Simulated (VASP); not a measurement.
DyAgH2:

```
Dy Ag H
1.0
     4.24415    0.00000    0.00000
     0.00000    4.24415    0.00000
     0.00000    0.00000    6.87659
Dy Ag H
2 2 4
Direct
  0.00000 0.50000 0.50000
  0.50000 0.00000 0.50000
  0.00000 0.50000 0.00000
  0.50000 0.00000 0.00000
  0.25589 0.75589 0.00000
  0.74411 0.24411 0.00000
  0.24411 0.25589 0.00000
  0.75589 0.74411 0.00000
```

The cell was generated, and may not be a known phase.

```yaml
Program: VASP 6.6.1
Task: relaxation of cell and atoms
Functional: PBE
Potentials_or_basis: VASP PAW PBE potentials, release 64 (Dy_3, Ag, H), 4f in core
Cutoff: 500 eV
k_mesh: 4 × 4 × 3
Occupations: gaussian, width 0.2 eV
Spin: no spin polarisation
```

At the start: pressure 23.4 GPa; volume 15.48 Å³/atom.

Task: How do energy, volume and symmetry change on relaxing?

Result: Over 13 steps the energy falls by 517.8 meV/atom and the volume is 18.50 Å³/atom (+19.5 %); space group P4/mmm (No. 123, to 0.1 Å) before and after.

Step by step:
```tsv
step	energy change (eV)	largest force (eV/Å)	pressure (GPa)	volume (Å³)
1	0.0000	1.4396	23.44	123.87
2	-3.6466	0.3972	-2.99	167.31
3	-3.6966	0.3759	-1.30	160.45
4	-3.8137	0.1504	-1.12	157.33
5	-4.0062	0.3010	-0.07	150.00
6	-3.6888	0.9196	6.34	134.73
7	-4.0367	0.4473	0.55	147.35
8	-4.0427	0.5189	0.98	145.85
9	-4.1166	0.3007	0.75	145.63
10	-4.1206	0.2469	0.74	145.52
11	-4.1372	0.1485	0.00	147.69
12	-4.1391	0.1019	-0.34	148.77
13	-4.1428	0.0433	-0.13	148.01
```

Final structure:
```xyz
8
Lattice="5.0327 0.0000 0.0000 0.0000 5.0327 0.0000 0.0000 0.0000 5.8435" Properties=species:S:1:pos:R:3 pbc="T T T"
Dy    0.0000    2.5164    2.9218
Dy    2.5164    5.0327    2.9218
Ag    0.0000    2.5164    0.0000
Ag    2.5164    0.0000    0.0000
H     1.2625    3.7789    0.0000
H     3.7702    1.2538    0.0000
H     1.2538    1.2625    0.0000
H     3.7789    3.7702    0.0000
```

Caveat: the k points lie up to 0.36 Å⁻¹ apart in the final cell; the volume moved by over 15 % at a fixed basis, so the end points are rough; the relaxation stopped at a loose force limit of 0.08 eV/Å, so its end isn't a converged minimum.
